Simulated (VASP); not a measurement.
## ZnS: single point with r2SCAN

The system is ZnS.

```
CELL_PARAMETERS angstrom
3.58959 0.00000 0.00000
-1.79480 3.10868 0.00000
0.00000 0.00000 5.88000
ATOMIC_POSITIONS crystal
Zn 0.00000 0.00000 0.00000
Zn 0.00000 0.00000 0.50000
S 0.33333 0.66667 0.25000
S 0.66667 0.33333 0.75000
```

- Program: VASP 6.6.1
- Task: single point
- Functional: r2SCAN
- Potentials or basis: VASP PAW PBE potentials, release 64 (Zn, S)
- Cutoff: 520 eV
- k mesh: 6 × 6 × 4
- Occupations: gaussian, width 0.01 eV
- Spin: no spin polarisation

```
Pressure               : 0.2 GPa
Band gap on the k mesh : 0.81 eV, indirect (least direct gap 2.38 eV)
```

Stress tensor (GPa, compression positive):
```
0.26 0.00 0.00
0.00 0.26 0.00
0.00 0.00 0.01
```

Levels at points of the mesh, in eV from the valence-band top:
| k point | band 14 | band 15 | band 16 | band 17 | band 18 | band 19 | band 20 | band 21 | band 22 | band 23 |
| --- | --- | --- | --- | --- | --- | --- | --- | --- | --- | --- |
| (0.00, 0.00, 0.00) | -0.72 | -0.72 | -0.62 | -0.11 | -0.11 | 2.26 | 4.26 | 7.19 | 7.19 | 9.10 |
| (0.50, 0.00, 0.00) | -4.67 | -3.84 | -2.61 | -1.98 | -0.11 | 2.93 | 3.88 | 4.65 | 6.10 | 8.31 |
| (0.00, 0.00, 0.50) | -3.81 | -0.37 | -0.37 | -0.37 | -0.37 | 4.32 | 4.32 | 7.36 | 7.36 | 7.36 |
| (0.50, 0.00, 0.50) | -5.51 | -1.55 | -1.55 | -1.52 | -1.52 | 2.55 | 2.55 | 5.97 | 5.97 | 8.95 |

Wall time 4.2 min on 1 thread of Intel Xeon 8259CL, with other jobs on the host, peak memory 0.2 GiB.

Caveat: the PAW data sets were made with another functional, which shifts forces and pressure a little. A k mesh can miss the band edges.
